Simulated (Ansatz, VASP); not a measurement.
InPd: VASP beside Ansatz

```
CELL_PARAMETERS angstrom
3.24871 0.00000 0.00000
0.00000 3.24871 0.00000
0.00000 0.00000 3.24871
ATOMIC_POSITIONS crystal
In 0.00000 0.00000 0.00000
Pd 0.50000 0.50000 0.50000
```

Alike in both runs: task single point; functional PBEsol; k mesh 10 × 10 × 10; occupations fermi-dirac, width 0.1 eV; no spin polarisation.

```csv
,VASP,Ansatz
version,VASP 6.6.1,Ansatz 0.2.0
potentials or method,"VASP PAW PBE potentials, release 64 (In_d, Pd)","PAW with Ansatz's default frozen-core files, scalar-relativistic"
plane-wave cutoff (eV),520,420
valence electrons in the cell,23,31
```

VASP gave:

* pressure (GPa): 0.1

Problem. Estimate Ansatz's values.

Solution. Pressure (GPa): 0.0.

VASP's potentials were made for PBE, not for PBEsol. VASP's potentials hold 23 valence electrons a cell and Ansatz's 31, so a difference there can come from the potentials and not from the codes. Ansatz's warnings: optics on partly filled bands.
